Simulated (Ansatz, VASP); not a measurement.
# CuO2: VASP beside Ansatz

Contents of INCAR:

```
SYSTEM = CuO2
PREC = Accurate
ENCUT = 600
EDIFF = 1E-6
ISMEAR = -1
SIGMA = 0.1
LREAL = .FALSE.
LASPH = .TRUE.
NELM = 120
ALGO = Normal
ISIF = 2
LWAVE = .FALSE.
LCHARG = .FALSE.
GGA = CA
NBANDS = 18
GGA_COMPAT = .FALSE.
```

The input KPOINTS:

```
Automatic mesh
0
G
  14 5 5
  0 0 0
```

The input POSCAR:

```
CuO2
1.0
    2.4212910000      0.0000000000      0.0000000000
    0.0000000000      6.4459520000      0.0000000000
    0.0000000000      0.0000000000      7.0670430000
Cu O
1 2
Direct
    0.0000000000      0.5000000000      0.0000000000
    0.0000000000      0.5000000000      0.4124350000
    0.0000000000      0.5000000000      0.5875650000
```

Input for Ansatz:

```yaml
crystal:
  lattice:
    - [2.421291, 0.0, 0.0]
    - [0.0, 6.445952, 0.0]
    - [0.0, 0.0, 7.067043]
  atoms:
    - { symbol: Cu, position: [0.0, 0.5, 0.0] }
    - { symbol: O, position: [0.0, 0.5, 0.412435] }
    - { symbol: O, position: [0.0, 0.5, 0.587565] }
kpoints:
  mp_grid:
    grid: [14, 5, 5]
hamiltonian:
  xc: lda
  pseudopotentials:
    kind: paw
scf:
  occupations:
    method: fermi_dirac
    width: 0.1
output:
  forces: true
  stress: true
  eigenvalues: true
```

Alike in both runs: task single point; functional LDA; k mesh 14 × 5 × 5; occupations fermi-dirac, width 0.1 eV; no spin polarisation.

|  | VASP | Ansatz |
| --- | --- | --- |
| version | VASP 6.6.1 | Ansatz 0.2.0 |
| potentials or method | VASP PAW LDA potentials, release 64 (Cu, O) | plane waves, PAW |
| plane-wave cutoff (eV) | 600 | 420 |
| valence electrons in the cell | 23 | 31 |

VASP gave:

- gap on the k mesh at the Fermi level (eV): none
- pressure (GPa): -2.7
- traceless stress, the component that is largest in VASP (GPa): -2.91
- rms of the force components (eV/Å): 0.200

Q: Which values does Ansatz return?

A: gap on the k mesh at the Fermi level (eV): none; pressure (GPa): -3.4; traceless stress, the component that is largest in VASP (GPa): -2.25; rms of the force components (eV/Å): 0.813.

LDA's correlation is that of Perdew and Zunger in VASP and of Perdew and Wang (1992) in Ansatz. Atom by atom the forces differ by 0.613 eV/Å (rms over components). A gap of «none» marks a metal or a gap that the smearing closes. One of these differences is far larger than is usual between the two programs; its cause wasn't traced. VASP's potentials hold 23 valence electrons a cell and Ansatz's 31, so a difference there can come from the potentials and not from the codes.

Noted on VASP's run: the standard files for N, O and F lose accuracy on very short bonds.
